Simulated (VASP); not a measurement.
# Cd2B4Mo (Immm) in VASP: single point with r2SCAN

Aim: the single point of Cd2B4Mo with r2SCAN.

Program: VASP 6.6.1. These are calculated values, not measurements. Logs are shortened: lines on timing, memory, paths and dates and some standing lists are left out, and cuts for length are marked.

### Step 1. The cell of the first run

It takes space group Immm (No. 71, orthorhombic). The conventional cell has a = 3.367 Å, b = 3.530 Å, c = 14.331 Å, α = 90.00°, β = 90.00°, γ = 90.00°. B (site symmetry mm2) has 3 B at 1.61 to 1.95 Å within 2.1 Å. Within 2.6 Å of B (site symmetry mm2) lie 2 B at 1.95 Å and 2 Mo at 2.51 Å and 4 Cd at 2.56 Å. Within 3.6 Å of Cd (site symmetry mm2) lie 7 B at 2.50 to 2.79 Å and 2 Mo at 3.08 Å and 8 Cd at 3.16 to 3.53 Å. Mo (site symmetry mmm) has 12 B at 2.51 to 2.57 Å and 4 Cd at 3.08 Å and 4 Mo at 3.37 to 3.53 Å within 3.6 Å.

### Step 2. Single point, r2SCAN

File POSCAR:

```
Cd2B4Mo
1.0
    0.0000000000      0.0000000000      3.3673246300
    3.5298224800      0.0000000000      0.0000000000
    1.7649112400      7.1657205200     -1.6836618100
B Cd Mo
4 2 1
Direct
    0.9440000000      0.5560000000      0.8880000000
    0.0560000000      0.4440000000      0.1120000000
    0.3750000000      0.6250000000      0.7500000000
    0.6250000000      0.3750000000      0.2500000000
    0.1800000000      0.8200000000      0.3600000000
    0.8200000000      0.1800000000      0.6400000000
    0.5000000000      0.0000000000      0.0000000000
```

File INCAR.step1:

```
SYSTEM = Cd2B4Mo
PREC     = Accurate       ! precision mode
ENCUT    = 520            ! plane-wave cutoff, eV
ISMEAR   = -5             ! smearing method
SIGMA    = 0.1            ! smearing width, eV
LREAL    = .FALSE.        ! projectors in reciprocal space
LASPH    = .TRUE.         ! aspherical terms in the spheres
NELM     = 100            ! most SCF steps
LMAXMIX  = 4              ! l up to which the mixer works
NBANDS   = 34             ! bands
GGA      = PE             ! functional
ALGO     = Normal         ! electronic algorithm
EDIFF    = 1E-4           ! SCF threshold, eV
LWAVE    = .TRUE.         ! write WAVECAR
LCHARG   = .FALSE.        ! write CHGCAR
```

File INCAR.step2:

```
SYSTEM = Cd2B4Mo
PREC     = Accurate       ! precision mode
ENCUT    = 520            ! plane-wave cutoff, eV
EDIFF    = 1E-6           ! SCF threshold, eV
ISMEAR   = -1             ! smearing method
SIGMA    = 0.1            ! smearing width, eV
LREAL    = .FALSE.        ! projectors in reciprocal space
LASPH    = .TRUE.         ! aspherical terms in the spheres
NELM     = 100            ! most SCF steps
ALGO     = Normal         ! electronic algorithm
ISIF     = 2              ! what is computed and relaxed
LWAVE    = .FALSE.        ! write WAVECAR
LCHARG   = .FALSE.        ! write CHGCAR
LMAXMIX  = 4              ! l up to which the mixer works
METAGGA  = R2SCAN         ! meta-GGA
LMIXTAU  = .TRUE.       
LORBIT   = 10             ! projections on sites
NBANDS   = 34             ! bands
ISTART   = 1
```

File KPOINTS:

```
Automatic mesh
0
G
  7 7 7
  0 0 0
```

Potentials or basis: VASP PAW PBE potentials, release 64 (B, Cd, Mo_sv).

Command:

```console
> cat potpaw_PBE.64/B/POTCAR potpaw_PBE.64/Cd/POTCAR potpaw_PBE.64/Mo_sv/POTCAR > POTCAR
> cp INCAR.step1 INCAR
> mpirun -np 1 vasp_std > vasp.out
> cp INCAR.step2 INCAR
> mpirun -np 1 vasp_std > vasp.out
```

OUTCAR:

```text
SYSTEM = Cd2B4Mo
   PREC = Accurate
   ENCUT = 520
   EDIFF = 1E-6
   ISMEAR = -1
   LREAL = .FALSE.
   LASPH = .TRUE.
   NELM = 100
   ISIF = 2
   METAGGA = R2SCAN
   LORBIT = 10
   ISTART = 1

 ion  position               nearest neighbor table
   1  0.944  0.556  0.888-   2 1.61   3 1.95   3 1.95   6 2.50   6 2.50   7 2.57   7 2.57   7 2.57
                             7 2.57
   2  0.056  0.444  0.112-   1 1.61   4 1.95   4 1.95   5 2.50   5 2.50   7 2.57   7 2.57   7 2.57
                             7 2.57
   3  0.375  0.625  0.750-   1 1.95   1 1.95   7 2.51   7 2.51   6 2.56   6 2.56   6 2.56   6 2.56
                             5 2.79
   4  0.625  0.375  0.250-   2 1.95   2 1.95   7 2.51   7 2.51   5 2.56   5 2.56   5 2.56   5 2.56
                             6 2.79
   5  0.180  0.820  0.360-   2 2.50   2 2.50   4 2.56   4 2.56   4 2.56   4 2.56   3 2.79   7 3.08
                             7 3.08   6 3.16   6 3.16   6 3.16   6 3.16
   6  0.820  0.180  0.640-   1 2.50   1 2.50   3 2.56   3 2.56   3 2.56   3 2.56   4 2.79   7 3.08
                             7 3.08   5 3.16   5 3.16   5 3.16   5 3.16
   7  0.500  0.000  0.000-   3 2.51   3 2.51   4 2.51   4 2.51   2 2.57   1 2.57   1 2.57   2 2.57
                             2 2.57   1 2.57   2 2.57   1 2.57   5 3.08   6 3.08   5 3.08   6 3.08

  LATTYP: Found a body centered orthorhombic cell.
 ALAT       =     3.3673246300
 B/A-ratio  =     1.0482572570
 C/A-ratio  =     4.2560318991

  Lattice vectors:

 A1 = (   1.7649112400,  -7.1657205200,   1.6836618100)
 A2 = (  -1.7649112400,  -7.1657205200,  -1.6836628200)
 A3 = (   1.7649112400,   7.1657205200,  -1.6836618100)

Analysis of symmetry for initial positions (statically):
=====================================================================
 Subroutine PRICEL returns:
 Original cell was already a primitive cell.

 Routine SETGRP: Setting up the symmetry group for a
 body centered orthorhombic supercell.

 Subroutine GETGRP returns: Found  8 space group operations
 (whereof  8 operations were pure point group operations)
 out of a pool of  8 trial point group operations.

The static configuration has the point symmetry D_2h.

Analysis of symmetry for dynamics (positions and initial velocities):
=====================================================================
 Subroutine PRICEL returns:
 Original cell was already a primitive cell.

 Routine SETGRP: Setting up the symmetry group for a
 body centered orthorhombic supercell.

 Subroutine GETGRP returns: Found  8 space group operations
 (whereof  8 operations were pure point group operations)
 out of a pool of  8 trial point group operations.

The dynamic configuration has the point symmetry D_2h.

 Subroutine INISYM returns: Found  8 space group operations
 (whereof  8 operations are pure point group operations),
 and found     1 'primitive' translations

----------------------------------------------------------------------------------------

                                     Primitive cell

  volume of cell :      85.1722

  direct lattice vectors                    reciprocal lattice vectors
     0.000000000  0.000000000  3.367324630     0.000000000  0.069776633  0.296971664
     3.529822480  0.000000000  0.000000000     0.283300366 -0.069776654  0.000000000
     1.764911240  7.165720520 -1.683661810     0.000000000  0.139553308  0.000000000

  length of vectors
     3.367324630  3.529822480  7.569490032     0.305058925  0.291766823  0.139553308

  position of ions in fractional coordinates (direct lattice)
     0.944000000  0.556000000  0.888000000
     0.056000000  0.444000000  0.112000000
     0.375000000  0.625000000  0.750000000
     0.625000000  0.375000000  0.250000000
     0.180000000  0.820000000  0.360000000
     0.820000000  0.180000000  0.640000000
     0.500000000  0.000000000  0.000000000

  ion indices of the primitive-cell ions
   primitive index   ion index
                 1           1
                 2           2
                 3           3
                 4           4
                 5           5
                 6           6
                 7           7

----------------------------------------------------------------------------------------

 KPOINTS: Automatic mesh

Automatic generation of k-mesh.
 Grid dimensions read from file:
 generate k-points for:    7    7    7

 Generating k-lattice:

  Cartesian coordinates                     Fractional coordinates (reciprocal lattice)
     0.000000000  0.009968090  0.042424523     0.142857143  0.000000000  0.000000000
     0.040471481 -0.009968093  0.000000000     0.000000000  0.142857143 -0.000000000
     0.000000000  0.019936187  0.000000000     0.000000000  0.000000000  0.142857143

  Length of vectors
     0.043579846  0.041680975  0.019936187

  Shift w.r.t. Gamma in fractional coordinates (k-lattice)
     0.000000000  0.000000000  0.000000000

 Subroutine IBZKPT returns following result:
 ===========================================

 Found     64 irreducible k-points:

 Following reciprocal coordinates:
            Coordinates               Weight
  0.000000  0.000000  0.000000      1.000000
  0.142857  0.000000  0.000000      4.000000
  0.285714  0.000000  0.000000      4.000000
  0.428571  0.000000  0.000000      4.000000
  0.000000  0.142857  0.000000      4.000000
  0.142857  0.142857  0.000000      4.000000
[... 16 lines left out ...]
 -0.428571  0.428571  0.000000      8.000000
 -0.285714  0.428571  0.000000      8.000000
 [... further k-points ...]
   k-points           NKPTS =     64   k-points in BZ     NKDIM =     64   number of bands    NBANDS=     34
   number of dos      NEDOS =    301   number of ions     NIONS =      7
   total plane-waves  NPLWV =  43904
   dimension x,y,z NGX =    28 NGY =   28 NGZ =   56
   dimension x,y,z NGXF=    56 NGYF=   56 NGZF=  112
   ions per type =               4   2   1
   NGX,Y,Z   is equivalent  to a cutoff of  13.82, 13.19, 12.30 a.u.
   NGXF,Y,Z  is equivalent  to a cutoff of  27.65, 26.37, 24.60 a.u.
 SYSTEM =  Cd2B4Mo
   PREC   = accura    normal or accurate (medium, high low for compatibility)
   ISTART =      1    job   : 0-new  1-cont  2-samecut
   ICHARG =      0    charge: 1-file 2-atom 10-const
   ISPIN  =      1    spin polarized calculation?
   LNONCOLLINEAR =      F non collinear calculations
   LSORBIT =      F    spin-orbit coupling
   LASPH  =      T    aspherical Exc in radial PAW
   ENCUT  =  520.0 eV  38.22 Ry    6.18 a.u.   6.26  6.56 14.07*2*pi/ulx,y,z
   NELM   =    100;   NELMIN=  2; NELMDL=  0     # of ELM steps
   EDIFF  = 0.1E-05   stopping-criterion for ELM
   LREAL  =      F    real-space projection
[... 7 lines left out ...]
   TEBEG  =    0.0;   TEEND  =   0.0 temperature during run
   PSTRESS=    0.0 pullay stress
   NELECT =      50.0000    total number of electrons
   NUPDOWN=      -1.0000    fix difference up-down
   EMIN   =  10.00;   EMAX   =-10.00  energy-range for DOS
   EFERMI =   0.00;   METHOD = LEGACY
   ISMEAR =    -1;   SIGMA  =   0.10  broadening in eV -4-tet -1-fermi 0-gaus
   EFERMI_NEDOS =   21; number of points for ismear=-14 and -15
   IALGO  =     38    algorithm
   IMIX   =      4    mixing-type and parameters
     AMIX     =   0.40;   BMIX     =  1.00
     AMIX_MAG =   1.60;   BMIX_MAG =  1.00
  volume/ion in A,a.u.               =      12.17        82.11
  Fermi-wavevector in a.u.,A,eV,Ry     =   1.370773  2.590386 25.565606  1.879019
  Thomas-Fermi vector in A             =   2.496529
   LORBIT       =     10    0 simple, 1 ext, 2 COOP (PROOUT), +10 PAW based schemes
   METAGGA = R2SCAN    functional components
   LHFCALC =     F    Hartree Fock is set to
   AEXX    =    0.0000 exact exchange contribution
   IVDW    =     0    specifies the selected vdW correction
   LEPSILON=     F    determine dielectric tensor
   LRPA    =     F    only Hartree local field effects (RPA)
 non-spin polarized calculation
  energy-cutoff  :      520.00
  volume of cell :       85.17
 maximum number of plane-waves:      2316
 NGX is ok and might be reduce to    28
   NGX = 13   NGY = 13   NGZ = 29

 number of electron      50.0000006 magnetization

 Free energy of the ion-electron system (eV)
  ---------------------------------------------------
  ext. energy  EPLUGINS =         0.00000000
  ---------------------------------------------------
  free energy    TOTEN  =       -91.93493387 eV

  energy without entropy =      -91.83850863  energy(sigma->0) =      -91.88672125

 E-fermi :   6.4773     XC(G=0): -12.8461

 val. band max:        6.4760102654   @ k =   0.1429   0.0000   0.2857
 cond. band min:       6.4864855798   @ k =   0.0000  -0.1429   0.4286
 fundamental gap:      0.0104753144
 Fermi energy:         6.4773420130

 k-point     1 :       0.0000    0.0000    0.0000
  band No.  band energies     occupation
      1     -57.1084      2.00000
      2     -30.6065      2.00000
      3     -30.4067      2.00000
      4     -30.3333      2.00000
      5      -7.1919      2.00000
      6      -4.8905      2.00000
[... 26 lines left out ...]
     33      11.2445      0.00000
     34      11.5746      0.00000

 k-point     2 :       0.1429    0.0000    0.0000
  band No.  band energies     occupation
      1     -57.1066      2.00000
      2     -30.6033      2.00000
      3     -30.4348      2.00000
      4     -30.3303      2.00000
      5      -6.9337      2.00000
      6      -4.7496      2.00000
[... 26 lines left out ...]
     33      11.7446      0.00000
     34      12.4348      0.00000

 k-point     3 :       0.2857    0.0000    0.0000
  band No.  band energies     occupation
      1     -57.1026      2.00000
      2     -30.5960      2.00000
      3     -30.4976      2.00000
      4     -30.3237      2.00000
      5      -6.1999      2.00000
      6      -4.3761      2.00000
[... 26 lines left out ...]
     33      12.0665      0.00000
     34      12.6059      0.00000
[... 704 lines left out ...]
 k-point    23 :      -0.4286    0.4286    0.0000
  band No.  band energies     occupation
      1     -57.0945      2.00000
      2     -30.6824      2.00000
      3     -30.5338      2.00000
      4     -30.3064      2.00000
      5      -5.1251      2.00000
      6      -4.3428      2.00000
[... 26 lines left out ...]
     33      11.0189      0.00000
     34      12.5242      0.00000

 k-point    24 :      -0.2857    0.4286    0.0000
  band No.  band energies     occupation
      1     -57.0977      2.00000
      2     -30.6896      2.00000
      3     -30.4851      2.00000
      4     -30.3117      2.00000
      5      -5.4741      2.00000
      6      -4.5242      2.00000
[... 26 lines left out ...]
     33      11.6091      0.00000
     34      12.8410      0.00000

 [... further k-points ...]

------------------------ aborting loop because EDIFF is reached ----------------------------------------

  FORCE on cell =-STRESS in cart. coord.  units (eV):
  Direction    XX          YY          ZZ          XY          YZ          ZX
  --------------------------------------------------------------------------------------
  -------------------------------------------------------------------------------------
  Total       -1.6748819     -3.0444540    -12.0610548      0.0000000     -0.0000002      0.0000000
  in kB      -31.5062740    -57.2693540   -226.8810153      0.0000000     -0.0000040      0.0000000
  external PRESSURE =    -105.2188811 kB  Pullay stress =       0.0000000 kB

 VOLUME and BASIS-vectors are now :
 -----------------------------------------------------------------------------
  energy-cutoff  :      520.00
  volume of cell :       85.17
      direct lattice vectors                 reciprocal lattice vectors
     0.000000000  0.000000000  3.367324630     0.000000000  0.069776633  0.296971664
     3.529822480  0.000000000  0.000000000     0.283300366 -0.069776654  0.000000000
     1.764911240  7.165720520 -1.683661810     0.000000000  0.139553308  0.000000000

 POSITION                                       TOTAL-FORCE (eV/Angst)
 -----------------------------------------------------------------------------------
      3.52982      6.36316      1.68366         0.000000     -2.345565     -0.000000
      1.76491      0.80256      0.00000         0.000000      2.345565      0.000000
      3.52982      5.37429      0.00000         0.000000      1.493570      0.000000
      1.76491      1.79143      1.68366         0.000000     -1.493570     -0.000000
      3.52982      2.57966      0.00000         0.000000      1.095907      0.000000
      1.76491      4.58606      1.68366        -0.000000     -1.095907     -0.000000
      0.00000      0.00000      1.68366         0.000000      0.000000      0.000000
 -----------------------------------------------------------------------------------
    total drift:                               -0.000000     -0.000000      0.000000

  FREE ENERGIE OF THE ION-ELECTRON SYSTEM (eV)
  ---------------------------------------------------
  free  energy   TOTEN  =       -91.9349338737 eV

  energy  without entropy=      -91.8385086328  energy(sigma->0) =      -91.88672125

 total charge

# of ion       s       p       d       tot
------------------------------------------
    1        0.673   1.183   0.000   1.856
    2        0.673   1.183   0.000   1.856
    3        0.659   1.024   0.000   1.683
    4        0.659   1.024   0.000   1.683
    5        0.420   0.377   9.568  10.365
    6        0.420   0.377   9.568  10.365
    7        2.210   6.136   3.877  12.223
--------------------------------------------------
tot          5.715  11.305  23.012  40.032
```

Wall time 6.2 min (1 thread of AMD EPYC 9R45 (Zen 5), shared host); peak memory 0.3 GiB.

What came out:

| Quantity | Value |
| --- | --- |
| Free energy | -91.9349 eV |
| Pressure | -10.5 GPa |
| Largest force | 2.346 eV/Å |
| Band gap on the k mesh | zero (bands 25 and 26 overlap by 0.72 eV) |
| Valence electrons inside the program's atomic spheres | B 1.86, 1.68 (each value once); Cd 10.37; Mo 12.22 |

Forces on the atoms (eV/Å):
```
B    0.000 -2.346  0.000
B    0.000  2.346  0.000
B    0.000  1.494  0.000
B    0.000 -1.494  0.000
Cd   0.000  1.096  0.000
Cd   0.000 -1.096  0.000
Mo   0.000  0.000  0.000
```

Caveat: the stress differs along the axes, from -23 to -3 GPa; the PAW data sets were made with another functional, which shifts forces and pressure a little.
